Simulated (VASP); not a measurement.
# ZnS (P6_3mc) in VASP: notebook, part 2 of 2

VASP 6.6.1. The steps go on from the part before.

### Step 4. Single point, PBE (19.56 Å³/atom)

This run uses another cell than the first one, of 19.56 Å³/atom.

Input file INCAR:

```
SYSTEM = ZnS
PREC = Accurate
ENCUT = 520
EDIFF = 1E-7
ISMEAR = 0
SIGMA = 0.02
LREAL = Auto
LASPH = .True.
NELM = 60
ALGO = Normal
ISIF = 2
LWAVE = .False.
LCHARG = .True.
GGA = PE
LELF = .True.
LVHAR = .True.
NBANDS = 86
```

Input file KPOINTS:

```
regular mesh
0
Gamma
  12 12 2
  0 0 0
```

Input file POSCAR:

```
ZnS
1.0
    3.8088205863      0.0000000000      0.0000000000
   -1.9044102932      3.2985353862      0.0000000000
    0.0000000000      0.0000000000     24.9050074973
Zn S
8 8
Direct
    0.0000000000      0.0000000000      0.0000277079
    0.0000000000      0.0000000000      0.5000277079
    0.3333333333      0.6666666667      0.1249477571
    0.6666666667      0.3333333333      0.6249477571
    0.3333333333      0.6666666667      0.3751316846
    0.6666666667      0.3333333333      0.8751316846
    0.3333333333      0.6666666667      0.7500394810
    0.6666666667      0.3333333333      0.2500394810
    0.0000000000      0.0000000000      0.0937294558
    0.0000000000      0.0000000000      0.5937294558
    0.3333333333      0.6666666667      0.2186382885
    0.6666666667      0.3333333333      0.7186382885
    0.3333333333      0.6666666667      0.4688022166
    0.6666666667      0.3333333333      0.9688022166
    0.3333333333      0.6666666667      0.8438834086
    0.6666666667      0.3333333333      0.3438834086
```

Potentials or basis: VASP PAW PBE potentials, release 64 (Zn, S).

The run is started by

```bash
$ cat potpaw_PBE.64/Zn/POTCAR potpaw_PBE.64/S/POTCAR > POTCAR
$ mpirun -np 1 vasp_std > vasp.out
```

OUTCAR:

```text
SYSTEM = ZnS
   PREC = Accurate
   ENCUT = 520
   EDIFF = 1E-7
   ISMEAR = 0
   LREAL = Auto
   LASPH = .True.
   NELM = 60
   ISIF = 2
   GGA = PE

 ion  position               nearest neighbor table
   1  0.000  0.000  0.000-  14 2.33  14 2.33  14 2.33   9 2.33
   2  0.000  0.000  0.500-  13 2.33  13 2.33  13 2.33  10 2.33
   3  0.333  0.667  0.125-   9 2.33   9 2.33   9 2.33  11 2.33
   4  0.667  0.333  0.625-  10 2.33  10 2.33  10 2.33  12 2.33
   5  0.333  0.667  0.375-  16 2.33  16 2.33  16 2.33  13 2.33
   6  0.667  0.333  0.875-  15 2.33  15 2.33  15 2.33  14 2.33
[... 8 lines left out ...]
  15  0.333  0.667  0.844-   6 2.33   6 2.33   6 2.33   7 2.34
  16  0.667  0.333  0.344-   5 2.33   5 2.33   5 2.33   8 2.34

  LATTYP: Found a hexagonal cell.
 ALAT       =     3.8088205863
 C/A-ratio  =     6.5387714997

  Lattice vectors:

 A1 = (   3.8088205863,   0.0000000000,   0.0000000000)
 A2 = (  -1.9044102932,   3.2985353862,   0.0000000000)
 A3 = (   0.0000000000,   0.0000000000,  24.9050074973)

Analysis of symmetry for initial positions (statically):
=====================================================================
 Subroutine PRICEL returns:
 Original cell was already a primitive cell.

 Routine SETGRP: Setting up the symmetry group for a
 hexagonal supercell.

 Subroutine GETGRP returns: Found 12 space group operations
 (whereof  6 operations were pure point group operations)
 out of a pool of 24 trial point group operations.

The static configuration has the point symmetry C_3v.
 The point group associated with its full space group is C_6v.

Analysis of symmetry for dynamics (positions and initial velocities):
=====================================================================
 Subroutine PRICEL returns:
 Original cell was already a primitive cell.

 Routine SETGRP: Setting up the symmetry group for a
 hexagonal supercell.

 Subroutine GETGRP returns: Found 12 space group operations
 (whereof  6 operations were pure point group operations)
 out of a pool of 24 trial point group operations.

The dynamic configuration has the point symmetry C_3v.
[... 155 lines left out ...]
   AEXX    =    0.0000 exact exchange contribution
   IVDW    =     0    specifies the selected vdW correction
   LEPSILON=     F    determine dielectric tensor
   LRPA    =     F    only Hartree local field effects (RPA)
 non-spin polarized calculation
 Gauss-broadening in eV      SIGMA  =   0.02
  energy-cutoff  :      520.00
  volume of cell :      312.89
 maximum number of plane-waves:      8481
   NGX = 15   NGY = 15   NGZ = 93

 number of electron     143.9999923 magnetization

 Free energy of the ion-electron system (eV)
  ---------------------------------------------------
  ext. energy  EPLUGINS =         0.00000000
  ---------------------------------------------------
  free energy    TOTEN  =       -54.73651100 eV

  energy without entropy =      -54.73651100  energy(sigma->0) =      -54.73651100

 E-fermi :   2.2750     XC(G=0):  -9.6695

 val. band max:        2.1927937918   @ k =   0.0000   0.0000   0.0000
 cond. band min:       4.3630804596   @ k =   0.0000   0.0000   0.0000
 fundamental gap:      2.1702866677
 Fermi energy:         2.2749675940

 k-point     1 :       0.0000    0.0000    0.0000
  band No.  band energies     occupation
      1     -11.0154      2.00000
      2     -10.8997      2.00000
      3     -10.8933      2.00000
      4     -10.5882      2.00000
      5     -10.5837      2.00000
      6     -10.2373      2.00000
[... 2077 lines left out ...]
     83       7.7750      0.00000
     84       7.7750      0.00000

 [... further k-points ...]

 [bands above 84 left out]

------------------------ aborting loop because EDIFF is reached ----------------------------------------

  FORCE on cell =-STRESS in cart. coord.  units (eV):
  Direction    XX          YY          ZZ          XY          YZ          ZX
  --------------------------------------------------------------------------------------
  -------------------------------------------------------------------------------------
  Total        4.7573646      4.7573646      4.7721425     -0.0000000      0.0000000      0.0000000
  in kB       24.3600783     24.3600783     24.4357486     -0.0000000      0.0000000      0.0000000
  external PRESSURE =      24.3853017 kB  Pullay stress =       0.0000000 kB

 VOLUME and BASIS-vectors are now :
 -----------------------------------------------------------------------------
  energy-cutoff  :      520.00
  volume of cell :      312.89
      direct lattice vectors                 reciprocal lattice vectors
     3.808820586  0.000000000  0.000000000     0.262548465  0.151582427  0.000000000
    -1.904410293  3.298535386  0.000000000     0.000000000  0.303164854  0.000000000
     0.000000000  0.000000000 24.905007497     0.000000000  0.000000000  0.040152568

 POSITION                                       TOTAL-FORCE (eV/Angst)
 -----------------------------------------------------------------------------------
      0.00000      0.00000      0.00069        -0.000000     -0.000000      0.003169
      0.00000      0.00000     12.45319         0.000000     -0.000000      0.003169
     -0.00000      2.19902      3.11182        -0.000000     -0.000000      0.003137
      1.90441      1.09951     15.56433         0.000000      0.000000      0.003137
     -0.00000      2.19902      9.34266        -0.000000      0.000000      0.004885
      1.90441      1.09951     21.79516         0.000000     -0.000000      0.004885
[... 8 lines left out ...]
     -0.00000      2.19902     21.01692        -0.000000      0.000000     -0.000981
      1.90441      1.09951      8.56442         0.000000     -0.000000     -0.000981
 -----------------------------------------------------------------------------------
    total drift:                               -0.000002     -0.000004     -0.002666

  FREE ENERGIE OF THE ION-ELECTRON SYSTEM (eV)
  ---------------------------------------------------
  free  energy   TOTEN  =       -54.7365109962 eV

  energy  without entropy=      -54.7365109962  energy(sigma->0) =      -54.73651100
```

stdout:

```text
POSCAR found type information on POSCAR ZnS
 POSCAR found :  2 types and      16 ions
 scaLAPACK will be used
 LDA part: xc-table for (Slater+PW92), standard interpolation
 POSCAR, INCAR and KPOINTS ok, starting setup
 FFT: planning ... GRIDC
 FFT: planning ... GRID_SOFT
 FFT: planning ... GRID
 WAVECAR not read
 entering main loop
```

Run time: 68 min. Hardware: 1 thread of Oxide Virtual Turin-like, shared host; peak memory 0.74 GiB.

Results:

```yaml
Free_energy: -54.7365 eV
Pressure: 2.4 GPa
Largest_force: 0.005 eV/Å
Band_gap_on_the_k_mesh: 2.17 eV
```

Forces on the atoms (eV/Å):
```
Zn   0.000  0.000  0.003
Zn   0.000  0.000  0.003
Zn   0.000  0.000  0.003
Zn   0.000  0.000  0.003
Zn   0.000  0.000  0.005
Zn   0.000  0.000  0.005
Zn   0.000  0.000  0.001
Zn   0.000  0.000  0.001
S    0.000  0.000 -0.004
S    0.000  0.000 -0.004
S    0.000  0.000 -0.005
S    0.000  0.000 -0.005
S    0.000  0.000 -0.003
S    0.000  0.000 -0.003
S    0.000  0.000 -0.001
S    0.000  0.000 -0.001
```

A k mesh can miss the band edges.

### Step 5. The runs side by side

```csv
cell,gap on the mesh (eV),pressure (GPa)
"a = 3.972, b = 3.972, c = 25.971 Å, angles 90.0, 90.0, 120.0°, 16 atoms",1.63,-5.2
"a = 3.820, b = 3.820, c = 24.960 Å, angles 90.0, 90.0, 120.0°, 16 atoms",2.14,1.8
"a = 3.809, b = 3.809, c = 24.905 Å, angles 90.0, 90.0, 120.0°, 16 atoms",2.17,2.4
```

Alike in all rows: task single point; level PBE; potentials or basis VASP PAW PBE potentials, release 64 (Zn, S); no spin polarisation; k mesh 12 × 12 × 2; cutoff (eV) 520; smearing gaussian 0.02 eV.

Caveats: the cell stands under tension (at least some runs).

Absolute energies hang on the potentials; compare differences alone.
